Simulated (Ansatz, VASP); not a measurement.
GaP in VASP and in Ansatz

The input INCAR:

```
SYSTEM = GaP
PREC = Accurate ; ENCUT = 520
EDIFF = 1E-6 ; ISMEAR = 0
SIGMA = 0.05 ; LREAL = .FALSE.
LASPH = .TRUE. ; NELM = 100
ALGO = Normal ; ISIF = 2
LWAVE = .FALSE. ; LCHARG = .FALSE.
GGA = PS ; NBANDS = 16
```

Contents of KPOINTS:

```
regular mesh
0
G
  8 8 8
  0 0 0
```

File POSCAR:

```
GaP
1.0
    0.0000000000      2.9432700000      2.5072300000
    2.9432700000      0.0000000000      2.5072300000
    2.9432700000      2.9432700000      0.0000000000
Ga P
1 1
Direct
    0.0000000000      0.0000000000      0.0000000000
    0.7500000000      0.7500000000      0.7500000000
```

Input for Ansatz:

```yaml
crystal:
  lattice:
    - [0.0, 2.94327, 2.50723]
    - [2.94327, 0.0, 2.50723]
    - [2.94327, 2.94327, 0.0]
  atoms:
    - { symbol: Ga, position: [0.0, 0.0, 0.0] }
    - { symbol: P, position: [0.75, 0.75, 0.75] }
basis:
  ecutwfc: 420
kpoints:
  mp_grid: { grid: [8, 8, 8] }
hamiltonian:
  xc: pbesol
scf:
  occupations: { method: gaussian, width: 0.05 }
output:
  forces: true
  stress: true
  eigenvalues: true
```

Change from the starting cell: strain +0.080 along x and y, -0.080 along z, atoms carried along.

Alike in both runs: task single point; functional PBEsol; k mesh 8 × 8 × 8; occupations gaussian, width 0.05 eV; no spin polarisation.

|  | VASP | Ansatz |
| --- | --- | --- |
| version | VASP 6.6.1 | Ansatz 0.2.0 |
| potentials or method | VASP PAW PBE potentials, release 64 (Ga_d, P), cutoff 520 eV | scalar-relativistic, plane waves, PAW |
| valence electrons in the cell | 18 | 18 |

```tsv
	VASP	Ansatz	Ansatz less VASP
gap on the k mesh at the Fermi level (eV)	0.26	0.26	0.000
least direct gap on the mesh (eV)	0.59	0.58	-0.005
pressure (GPa)	-6.0	-5.9	+0.04
traceless stress, the component that is largest in VASP (GPa)	5.84	5.83	-0.015
```

VASP's potentials were made for PBE, not for PBEsol. With one functional, cell and mesh, what is left measures potentials, basis and numerics.
